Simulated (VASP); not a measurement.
Write the native input for VASP 6.6.1 that does the following.

```
Task                   : single point
Functional             : PBE
Potentials or basis    : VASP PAW PBE potentials, release 64 (Be, As, Ru_pv)
Cutoff                 : 520 eV
k mesh                 : 10 × 10 × 10
Occupations            : gaussian, width 0.1 eV
Spin                   : no spin polarisation
Dipole correction      : no
Further INCAR settings : ALGO = Normal; EDIFF = 1e-07; NBANDS = 27
```

The structure of BeAs4Ru lies in POSCAR:

```
BeAs4Ru
1.0
    0.0000000000      3.7739557863      3.7739557863
    3.7739557863      0.0000000000      3.7739557863
    3.7739557863      3.7739557863      0.0000000000
Be As Ru
1 4 1
Direct
    0.2500000000      0.2500000000      0.2500000000
    0.6240403492      0.6240403492      0.1278789524
    0.6240403492      0.1278789524      0.6240403492
    0.1278789524      0.6240403492      0.6240403492
    0.6240403492      0.6240403492      0.6240403492
    0.0000000000      0.0000000000      0.0000000000
```

The cell was built from a structure type or drawn by symmetry, and may not be a known phase.

The input as run:

INCAR

```
  ALGO = Normal
  EDIFF = 1E-7
  ENCUT = 520
  GGA = PE
  ISIF = 2
  ISMEAR = 0
  LASPH = True
  LCHARG = False
  LREAL = False
  LWAVE = False
  NBANDS = 27
  NELM = 100
  PREC = Accurate
  SIGMA = 0.1
```

KPOINTS

```
k-points
0
Gamma
  10 10 10
```

Potentials or basis: VASP PAW PBE potentials, release 64 (Be, As, Ru_pv).

Launch:

```console
$ cat potpaw_PBE.64/Be/POTCAR potpaw_PBE.64/As/POTCAR potpaw_PBE.64/Ru_pv/POTCAR > POTCAR
$ mpirun -np 1 vasp_std > vasp.out
```

Results of the run:

```
Pressure               : 0.2 GPa
Largest force          : 0.015 eV/Å
Band gap on the k mesh : zero (bands 18 and 19 overlap by 0.97 eV)
```

Run time: 120 s on 1 thread of Intel(R) Xeon(R) Platinum 8259CL CPU @ 2.50GHz (Skylake/Cascade Lake), with other jobs on the host, peak memory 0.31 GiB.
